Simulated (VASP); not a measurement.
**InSb: single point with PBE**

The system is InSb.

```
In Sb
1.0
     3.04842   -3.31669    0.00000
     3.04842    3.31669    0.00000
     0.00000    0.00000    5.63087
In Sb
2 2
Direct
  0.35999 0.64001 0.25000
  0.64001 0.35999 0.75000
  0.83158 0.16842 0.25000
  0.16842 0.83158 0.75000
```

- Program: VASP 6.6.1
- Task: single point
- Functional: PBE
- Potentials or basis: VASP PAW PBE potentials, release 64 (In_d, Sb)
- Cutoff: 520 eV
- k mesh: 10 × 10 × 8
- Occupations: gaussian, width 0.1 eV
- Spin: no spin polarisation

| Quantity | Value |
| --- | --- |
| Pressure | 0.0 GPa |
| Largest force | 0.005 eV/Å |
| Band gap on the k mesh | zero (bands 18 and 19 overlap by 2.42 eV) |

Forces in eV/Å, atoms in the order of the input:
```
In   0.000  0.001  0.000
In   0.000 -0.001  0.000
Sb   0.000 -0.005  0.000
Sb   0.000  0.005  0.000
```

Levels at points of the mesh, in eV from the Fermi level:
| k point | band 16 | band 17 | band 18 | band 19 | band 20 | band 21 |
| --- | --- | --- | --- | --- | --- | --- |
| (0.00, 0.00, 0.00) | -2.23 | -1.13 | 0.17 | 0.54 | 0.62 | 3.55 |
| (0.50, 0.00, 0.00) | -2.28 | -1.18 | -0.07 | 0.75 | 0.90 | 2.88 |
| (0.50, 0.50, 0.00) | -2.17 | -1.98 | -1.66 | -1.55 | -1.49 | 0.96 |
| (0.00, 0.00, 0.50) | -1.77 | -1.64 | -1.64 | 1.19 | 1.19 | 3.47 |
| (0.50, 0.00, 0.50) | -0.51 | -0.12 | -0.12 | 1.63 | 1.63 | 2.49 |
| (0.50, 0.50, 0.50) | -4.13 | -3.36 | -3.36 | 2.64 | 2.64 | 4.66 |

Wall time 4.7 min on 1 thread of Intel(R) Xeon(R) Platinum 8259CL CPU @ 2.50GHz (Skylake/Cascade Lake), with other jobs on the host, peak memory 0.52 GiB.

Caveat: spin-orbit coupling is left out, which moves the levels of the heavy elements.
